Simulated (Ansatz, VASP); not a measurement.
# One calculation of AlN, two programs

```
Al N
1.0
     3.10659    0.00000    0.00000
    -1.55329    2.69038    0.00000
     0.00000    0.00000    4.97814
Al N
2 2
Direct
  0.33333 0.66667 0.99919
  0.66667 0.33333 0.49919
  0.33333 0.66667 0.38081
  0.66667 0.33333 0.88081
```

Alike in both runs: task single point; functional HSE06; k mesh 6 × 6 × 4; occupations fermi-dirac, width 0.02 eV; no spin polarisation.

```csv
,VASP,Ansatz
version,VASP 6.6.1,Ansatz 0.2.0
potentials or method,"VASP PAW PBE potentials, release 64 (Al, N), cutoff 520 eV",PAW plane waves
valence electrons in the cell,16,16
```

VASP gave:

| Item | Value |
| --- | --- |
| gap on the k mesh at the Fermi level (eV) | 5.59 |
| pressure (GPa) | -0.8 |
| traceless stress, the component that is largest in VASP (GPa) | -0.10 |
| rms of the force components (eV/Å) | 0.003 |

**Question.** Estimate Ansatz's values.

**Answer.** gap on the k mesh at the Fermi level (eV): 5.60; pressure (GPa): -0.7; traceless stress, the component that is largest in VASP (GPa): -0.20; rms of the force components (eV/Å): 0.005.

Atom by atom the forces differ by 0.001 eV/Å (rms over components). With one functional, cell and mesh, what is left measures potentials, basis and numerics. Ansatz's warnings: stress exchange threshold loose, stress scf threshold loose.
